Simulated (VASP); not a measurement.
**NbC (Niobocarbide): single point with PBEsol**

NbC (Niobocarbide):

```
Nb C
1.0
     0.00000    2.20320    2.20320
     2.20320    0.00000    2.20320
     2.20320    2.20320    0.00000
Nb C
1 1
Direct
  0.00000 0.00000 0.00000
  0.50000 0.50000 0.50000
```

```yaml
Program: VASP 6.6.1
Task: single point
Functional: PBEsol
Potentials_or_basis: VASP PAW PBE potentials, release 64 (Nb_sv, C)
Cutoff: 600 eV
k_mesh: 13 × 13 × 13
Occupations: methfessel-paxton, width 0.1 eV
Spin: no spin polarisation
Dipole_correction: no
Further_INCAR_settings: ALGO = Normal; EDIFF = 1e-06; NBANDS = 16
```

| Item | Value |
| --- | --- |
| Pressure | 9.4 GPa |

Levels at points of the mesh, in eV from the Fermi level:
| k point | band 5 | band 6 | band 7 | band 8 | band 9 | band 10 | band 11 | band 12 | band 13 | band 14 |
| --- | --- | --- | --- | --- | --- | --- | --- | --- | --- | --- |
| (0.00, 0.00, 0.00) | -13.59 | -1.35 | -1.35 | -1.35 | -0.17 | -0.17 | -0.17 | 0.45 | 0.45 | 8.19 |

Run time: 17 s on 1 thread of Intel(R) Xeon(R) 6975P-C (Granite Rapids), with other jobs on the host, peak memory 0.18 GiB.

Caveat: the PAW data sets were made with another functional, which shifts forces and pressure a little.
